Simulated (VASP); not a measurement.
# WSe2 in VASP: notebook

The runs below take WSe2 through single point, with PBE+D3(BJ).

Program: VASP 6.6.1. These are calculated values, not measurements. Logs are shortened: lines on timing, memory, paths and dates and some standing lists are left out, and cuts for length are marked.

## (1) The cell of the first run

The cell holds a slab with vacuum, 3 atoms: a = 3.154 Å, b = 3.154 Å, c = 32.737 Å, α = 90.00°, β = 90.00°, γ = 120.00°.

## (2) Single point, PBE+D3(BJ) (biaxial strain -0.040, then relaxed in part)

Contents of INCAR:

```
SYSTEM = WSe2
ALGO = Normal ; DIPOL = 0.5 0.5 0.500
EDIFF = 1E-7 ; ENCUT = 520
GGA = PE ; IDIPOL = 3
ISIF = 2 ; ISMEAR = 0
IVDW = 12 ; LASPH = .True.
LCHARG = .True. ; LDIPOL = .True.
LELF = .True. ; LREAL = .False.
LVACPOTAV = .True. ; LVHAR = .True.
LWAVE = .False. ; NBANDS = 20
NELM = 60 ; PREC = Accurate
SIGMA = 0.02
```

Contents of KPOINTS:

```
k-points
0
Gamma
  12 12 1
  0 0 0
```

Contents of POSCAR:

```
WSe2
1.0
    3.1541000303      0.0000000000      0.0000000000
   -1.5770500151      2.7315307523      0.0000000000
    0.0000000000      0.0000000000     32.7374894635
Se W
2 1
Direct
    0.3333333333      0.6666666667      0.4469746890
    0.3333333333      0.6666666667      0.5530253110
    0.6666666667      0.3333333333      0.5000000000
```

Potentials or basis: VASP PAW PBE potentials, release 64 (Se, W_sv).

Started as:

```bash
$ cat potpaw_PBE.64/Se/POTCAR potpaw_PBE.64/W_sv/POTCAR > POTCAR
$ mpirun -np 1 vasp_std > vasp.out
```

OUTCAR:

```text
SYSTEM = WSe2
   EDIFF = 1E-7
   ENCUT = 520
   GGA = PE
   ISIF = 2
   ISMEAR = 0
   IVDW = 12
   LASPH = .True.
   LREAL = .False.
   NELM = 60
   PREC = Accurate
 IVDW          = 12

 ion  position               nearest neighbor table
   1  0.333  0.667  0.447-   3 2.52   3 2.52   3 2.52
   2  0.333  0.667  0.553-   3 2.52   3 2.52   3 2.52
   3  0.667  0.333  0.500-   1 2.52   2 2.52   1 2.52   2 2.52   1 2.52   2 2.52

  LATTYP: Found a hexagonal cell.
 ALAT       =     3.1541000303
 C/A-ratio  =    10.3793440756

  Lattice vectors:

 A1 = (   3.1541000303,   0.0000000000,   0.0000000000)
 A2 = (  -1.5770500151,   2.7315307523,   0.0000000000)
 A3 = (   0.0000000000,   0.0000000000,  32.7374894635)

Analysis of symmetry for initial positions (statically):
=====================================================================
 Subroutine PRICEL returns:
 Original cell was already a primitive cell.

 Routine SETGRP: Setting up the symmetry group for a
 hexagonal supercell.

 Subroutine GETGRP returns: Found 12 space group operations
 (whereof 12 operations were pure point group operations)
 out of a pool of 24 trial point group operations.

The static configuration has the point symmetry D_3h.

Analysis of symmetry for dynamics (positions and initial velocities):
=====================================================================
 Subroutine PRICEL returns:
 Original cell was already a primitive cell.

 Routine SETGRP: Setting up the symmetry group for a
 hexagonal supercell.

 Subroutine GETGRP returns: Found 12 space group operations
 (whereof 12 operations were pure point group operations)
 out of a pool of 24 trial point group operations.

The dynamic configuration has the point symmetry D_3h.

 Subroutine INISYM returns: Found 12 space group operations
 (whereof 12 operations are pure point group operations),
 and found     1 'primitive' translations

----------------------------------------------------------------------------------------

                                     Primitive cell

  volume of cell :     282.0505

  direct lattice vectors                    reciprocal lattice vectors
     3.154100030  0.000000000  0.000000000     0.317047649  0.183047546  0.000000000
    -1.577050015  2.731530752  0.000000000     0.000000000  0.366095091  0.000000000
     0.000000000  0.000000000 32.737489463     0.000000000  0.000000000  0.030546020

  length of vectors
     3.154100030  3.154100030 32.737489463     0.366095091  0.366095091  0.030546020

  position of ions in fractional coordinates (direct lattice)
     0.333333333  0.666666667  0.446974689
     0.333333333  0.666666667  0.553025311
     0.666666667  0.333333333  0.500000000

  ion indices of the primitive-cell ions
   primitive index   ion index
                 1           1
                 2           2
                 3           3

----------------------------------------------------------------------------------------

 KPOINTS: k-points

Automatic generation of k-mesh.
 Grid dimensions read from file:
 generate k-points for:   12   12    1

 Generating k-lattice:

  Cartesian coordinates                     Fractional coordinates (reciprocal lattice)
     0.026420637  0.015253962  0.000000000     0.083333333  0.000000000  0.000000000
     0.000000000  0.030507924  0.000000000     0.000000000  0.083333333  0.000000000
     0.000000000  0.000000000  0.030546020     0.000000000  0.000000000  1.000000000

  Length of vectors
     0.030507924  0.030507924  0.030546020

  Shift w.r.t. Gamma in fractional coordinates (k-lattice)
     0.000000000  0.000000000  0.000000000

 Subroutine IBZKPT returns following result:
 ===========================================

 Found     19 irreducible k-points:

 Following reciprocal coordinates:
            Coordinates               Weight
  0.000000  0.000000  0.000000      1.000000
  0.083333  0.000000  0.000000      6.000000
  0.166667  0.000000  0.000000      6.000000
  0.250000  0.000000  0.000000      6.000000
  0.333333  0.000000  0.000000      6.000000
  0.416667  0.000000  0.000000      6.000000
[... 11 lines left out ...]
  0.333333  0.250000  0.000000     12.000000
  0.333333  0.333333  0.000000      2.000000
   k-points           NKPTS =     19   k-points in BZ     NKDIM =     19   number of bands    NBANDS=     20
   number of dos      NEDOS =    301   number of ions     NIONS =      3
   total plane-waves  NPLWV = 144000
   dimension x,y,z NGX =    24 NGY =   24 NGZ =  250
   dimension x,y,z NGXF=    48 NGYF=   48 NGZF=  500
   ions per type =               2   1
   NGX,Y,Z   is equivalent  to a cutoff of  12.65, 12.65, 12.70 a.u.
   NGXF,Y,Z  is equivalent  to a cutoff of  25.30, 25.30, 25.39 a.u.
 SYSTEM =  WSe2
   PREC   = accura    normal or accurate (medium, high low for compatibility)
   ISTART =      0    job   : 0-new  1-cont  2-samecut
   ICHARG =      2    charge: 1-file 2-atom 10-const
   ISPIN  =      1    spin polarized calculation?
   LNONCOLLINEAR =      F non collinear calculations
   LSORBIT =      F    spin-orbit coupling
   LASPH  =      T    aspherical Exc in radial PAW
   ENCUT  =  520.0 eV  38.22 Ry    6.18 a.u.   5.86  5.86 60.87*2*pi/ulx,y,z
   NELM   =     60;   NELMIN=  2; NELMDL= -5     # of ELM steps
   EDIFF  = 0.1E-06   stopping-criterion for ELM
   LREAL  =      F    real-space projection
   EDIFFG = 0.1E-05   stopping-criterion for IOM
   NSW    =      0    number of steps for IOM
   IBRION =     -1    ionic relax: 0-MD 1-quasi-New 2-CG
   NFREE  =      0    steps in history (QN), initial steepest desc. (CG)
   ISIF   =      2    stress and relaxation
   ISYM   =      2    0-nonsym 1-usesym 2-fastsym
   POTIM  = 0.5000    time-step for ionic-motion
   TEBEG  =    0.0;   TEEND  =   0.0 temperature during run
   PSTRESS=    0.0 pullay stress
   NELECT =      26.0000    total number of electrons
   NUPDOWN=      -1.0000    fix difference up-down
   EMIN   =  10.00;   EMAX   =-10.00  energy-range for DOS
   EFERMI =   0.00;   METHOD = LEGACY
   ISMEAR =     0;   SIGMA  =   0.02  broadening in eV -4-tet -1-fermi 0-gaus
   EFERMI_NEDOS =   21; number of points for ismear=-14 and -15
   IALGO  =     38    algorithm
   IMIX   =      4    mixing-type and parameters
     AMIX     =   0.40;   BMIX     =  1.00
     AMIX_MAG =   1.60;   BMIX_MAG =  1.00
  volume/ion in A,a.u.               =      94.02       634.46
  Fermi-wavevector in a.u.,A,eV,Ry     =   0.739532  1.397513  7.441129  0.546908
  Thomas-Fermi vector in A             =   1.833717
   LORBIT       =      0    0 simple, 1 ext, 2 COOP (PROOUT), +10 PAW based schemes
   GGA     = PE    functional components
   LHFCALC =     F    Hartree Fock is set to
   AEXX    =    0.0000 exact exchange contribution
   IVDW    =    12    specifies the selected vdW correction
   LEPSILON=     F    determine dielectric tensor
   LRPA    =     F    only Hartree local field effects (RPA)
 non-spin polarized calculation
 Gauss-broadening in eV      SIGMA  =   0.02
  energy-cutoff  :      520.00
  volume of cell :      282.05
 maximum number of plane-waves:      7646
 NGX is ok and might be reduce to    24
   NGX = 11   NGY = 11   NGZ =121

 dipolmoment           0.000000      0.000000      0.000000 electrons x Angstroem

 number of electron      25.9999999 magnetization

 dipolmoment           0.000000      0.000000     -0.000000 electrons x Angstroem

 Free energy of the ion-electron system (eV)
  ---------------------------------------------------
  ext. energy  EPLUGINS =         0.00000000
  ---------------------------------------------------
  free energy    TOTEN  =       -21.37866821 eV

  energy without entropy =      -21.37866821  energy(sigma->0) =      -21.37866821

 E-fermi :  -2.4231     XC(G=0):  -2.5853

 val. band max:       -2.5789480829   @ k =   0.3333   0.3333   0.0000
 cond. band min:      -1.1547487844   @ k =   0.1667   0.1667   0.0000
 fundamental gap:      1.4241992985
 Fermi energy:        -2.4230603721

 k-point     1 :       0.0000    0.0000    0.0000
  band No.  band energies     occupation
      1     -76.4461      2.00000
      2     -40.7900      2.00000
      3     -40.5070      2.00000
      4     -40.5070      2.00000
      5     -17.7833      2.00000
      6     -16.5939      2.00000
[... 12 lines left out ...]
     19       1.9286      0.00000
     20       2.3960      0.00000

 k-point     2 :       0.0833    0.0000    0.0000
  band No.  band energies     occupation
      1     -76.4448      2.00000
      2     -40.7854      2.00000
      3     -40.5315      2.00000
      4     -40.5127      2.00000
      5     -17.6606      2.00000
      6     -16.5245      2.00000
[... 12 lines left out ...]
     19       2.0872      0.00000
     20       2.5448      0.00000

 k-point     3 :       0.1667    0.0000    0.0000
  band No.  band energies     occupation
      1     -76.4413      2.00000
      2     -40.7728      2.00000
      3     -40.5979      2.00000
      4     -40.5282      2.00000
      5     -17.3066      2.00000
      6     -16.3242      2.00000
[... 12 lines left out ...]
     19       2.5282      0.00000
     20       2.9659      0.00000

 k-point     4 :       0.2500    0.0000    0.0000
  band No.  band energies     occupation
      1     -76.4366      2.00000
      2     -40.7554      2.00000
      3     -40.6875      2.00000
      4     -40.5493      2.00000
      5     -16.7657      2.00000
      6     -16.0206      2.00000
[... 12 lines left out ...]
     19       3.2049      0.00000
     20       3.6524      0.00000

 k-point     5 :       0.3333    0.0000    0.0000
  band No.  band energies     occupation
      1     -76.4319      2.00000
      2     -40.7757      2.00000
      3     -40.7380      2.00000
      4     -40.5703      2.00000
      5     -16.1253      2.00000
      6     -15.6703      2.00000
[... 12 lines left out ...]
     19       3.9764      0.00000
     20       4.2193      0.00000

 k-point     6 :       0.4167    0.0000    0.0000
  band No.  band energies     occupation
      1     -76.4284      2.00000
      2     -40.8394      2.00000
      3     -40.7253      2.00000
      4     -40.5856      2.00000
      5     -15.5503      2.00000
      6     -15.3720      2.00000
[... 12 lines left out ...]
     19       4.3072      0.00000
     20       4.3704      0.00000

 k-point     7 :       0.5000    0.0000    0.0000
  band No.  band energies     occupation
      1     -76.4271      2.00000
      2     -40.8626      2.00000
      3     -40.7206      2.00000
      4     -40.5912      2.00000
      5     -15.3032      2.00000
      6     -15.2509      2.00000
[... 12 lines left out ...]
     19       4.5121      0.00000
     20       4.5170      0.00000
[... 162 lines left out ...]
 k-point    15 :       0.3333    0.1667    0.0000
  band No.  band energies     occupation
      1     -76.4271      2.00000
      2     -40.8180      2.00000
      3     -40.7206      2.00000
      4     -40.6375      2.00000
      5     -15.3524      2.00000
      6     -15.2493      2.00000
[... 12 lines left out ...]
     19       5.0203      0.00000
     20       5.2490      0.00000

 k-point    16 :       0.4167    0.1667    0.0000
  band No.  band energies     occupation
      1     -76.4260      2.00000
      2     -40.8334      2.00000
      3     -40.7166      2.00000
      4     -40.6473      2.00000
      5     -15.1375      2.00000
      6     -15.1336      2.00000
[... 12 lines left out ...]
     19       5.5077      0.00000
     20       5.7282      0.00000

 k-point    17 :       0.2500    0.2500    0.0000
  band No.  band energies     occupation
      1     -76.4271      2.00000
      2     -40.7968      2.00000
      3     -40.7206      2.00000
      4     -40.6593      2.00000
      5     -15.3682      2.00000
      6     -15.2487      2.00000
[... 12 lines left out ...]
     19       4.9570      0.00000
     20       5.2911      0.00000

 k-point    18 :       0.3333    0.2500    0.0000
  band No.  band energies     occupation
      1     -76.4254      2.00000
      2     -40.8007      2.00000
      3     -40.7143      2.00000
      4     -40.6955      2.00000
      5     -15.0688      2.00000
      6     -15.0353      2.00000
[... 12 lines left out ...]
     19       4.8330      0.00000
     20       5.8690      0.00000

 k-point    19 :       0.3333    0.3333    0.0000
  band No.  band energies     occupation
      1     -76.4247      2.00000
      2     -40.7702      2.00000
      3     -40.7409      2.00000
      4     -40.7119      2.00000
      5     -14.9980      2.00000
      6     -14.9145      2.00000
[... 12 lines left out ...]
     19       4.3653      0.00000
     20       6.0845      0.00000

------------------------ aborting loop because EDIFF is reached ----------------------------------------

 vacuum level on the upper side and lower side of the slab       (xc-potential included)        -0.083        -0.083

 Edisp (eV)   -1.08815

 E8    (eV) :    -0.5166

  FORCE on cell =-STRESS in cart. coord.  units (eV):
  Direction    XX          YY          ZZ          XY          YZ          ZX
  --------------------------------------------------------------------------------------
  -------------------------------------------------------------------------------------
  Total       3.93554     3.93554     0.18122     0.00000     0.00000     0.00000
  in kB      22.35567    22.35567     1.02944     0.00000     0.00000     0.00000
  external pressure =       15.25 kB  Pullay stress =        0.00 kB

 VOLUME and BASIS-vectors are now :
 -----------------------------------------------------------------------------
  energy-cutoff  :      520.00
  volume of cell :      282.05
      direct lattice vectors                 reciprocal lattice vectors
     3.154100030  0.000000000  0.000000000     0.317047649  0.183047546  0.000000000
    -1.577050015  2.731530752  0.000000000     0.000000000  0.366095091  0.000000000
     0.000000000  0.000000000 32.737489463     0.000000000  0.000000000  0.030546020

 POSITION                                       TOTAL-FORCE (eV/Angst)
 -----------------------------------------------------------------------------------
     -0.00000      1.82102     14.63283        -0.000000      0.000000     -0.055788
     -0.00000      1.82102     18.10466        -0.000000      0.000000      0.055788
      1.57705      0.91051     16.36874         0.000000     -0.000000      0.000000
 -----------------------------------------------------------------------------------
    total drift:                               -0.000000      0.000000      0.000000

  FREE ENERGIE OF THE ION-ELECTRON SYSTEM (eV)
  ---------------------------------------------------
  free  energy   TOTEN  =       -22.4668223686 eV

  energy  without entropy=      -22.4668223686  energy(sigma->0) =      -22.46682237

 vacuum level on the upper side and lower side of the slab         2.345         2.345
```

Wall time 2.5 min (1 thread of Intel Xeon 6975P-C (Granite Rapids), shared host); peak memory 0.44 GiB.

What came out:

```
Free energy                            : -22.4668 eV
Largest force                          : 0.056 eV/Å
Band gap on the k mesh                 : 1.42 eV, indirect (least direct gap 2.12 eV)
Dispersion energy per atom             : -0.363 eV
Ionisation potential of the upper face : 4.92 eV
```

Forces on the atoms (eV/Å):
```
Se   0.000  0.000 -0.056
Se   0.000  0.000  0.056
W    0.000  0.000  0.000
```

Caveat: the cell differs from its parent crystal (biaxial strain -0.040, then relaxed in part); spin-orbit coupling is left out, which moves the levels of the heavy elements.

## (3) Single point, PBE+D3(BJ) (biaxial strain -0.020, then relaxed in part)

Contents of INCAR:

```
SYSTEM = WSe2
PREC = Accurate
ENCUT = 520
EDIFF = 1E-7
ISMEAR = 0
SIGMA = 0.02
LREAL = .False.
LASPH = .True.
NELM = 100
ALGO = Normal
ISIF = 2
LWAVE = .False.
LCHARG = .True.
LDIPOL = .True.
IDIPOL = 3
DIPOL = 0.5 0.5 0.500
GGA = PE
IVDW = 12
LELF = .True.
LVHAR = .True.
LVACPOTAV = .True.
NBANDS = 20
```

Contents of KPOINTS:

```
Automatic mesh
0
Gamma
  12 12 1
  0 0 0
```

Contents of POSCAR:

```
WSe2
1.0
    3.2198104475      0.0000000000      0.0000000000
   -1.6099052238      2.7884376429      0.0000000000
    0.0000000000      0.0000000000     32.7374894635
Se W
2 1
Direct
    0.3333333333      0.6666666667      0.4477703849
    0.3333333333      0.6666666667      0.5522296151
    0.6666666667      0.3333333333      0.5000000000
```

Potentials or basis: VASP PAW PBE potentials, release 64 (Se, W_sv).

Started as:

```bash
$ cat potpaw_PBE.64/Se/POTCAR potpaw_PBE.64/W_sv/POTCAR > POTCAR
$ mpirun -np 1 vasp_std > vasp.out
```

It took 3.1 min on 1 thread of Intel Xeon 6975P-C (Granite Rapids), shared host; peak memory 0.44 GiB.

Results (log left out):

```yaml
Free_energy: -22.5847 eV
Largest_force: 0.050 eV/Å
Band_gap_on_the_k_mesh: 1.54 eV, indirect (least direct gap 1.96 eV)
Dispersion_energy_per_atom: -0.350 eV
Ionisation_potential_of_the_upper_face: 4.99 eV
```

Forces in eV/Å, atoms in the order of the input:
```
Se   0.000  0.000 -0.050
Se   0.000  0.000  0.050
W    0.000  0.000  0.000
```

Levels at points of the mesh, in eV from the valence-band top:
```
           k point  band 9  band 10  band 11  band 12  band 13  band 14  band 15  band 16  band 17  band 18
(0.00, 0.00, 0.00)   -2.15    -2.15    -0.97    -0.97    -0.68     3.18     3.18     3.29     3.29     4.29
(0.50, 0.00, 0.00)   -4.29    -2.88    -2.39    -1.09    -0.68     2.76     2.89     3.74     4.50     4.67
```

Caveat: the cell differs from its parent crystal (biaxial strain -0.020, then relaxed in part); spin-orbit coupling is left out, which moves the levels of the heavy elements.

(Part 1 of 2 ends here.)
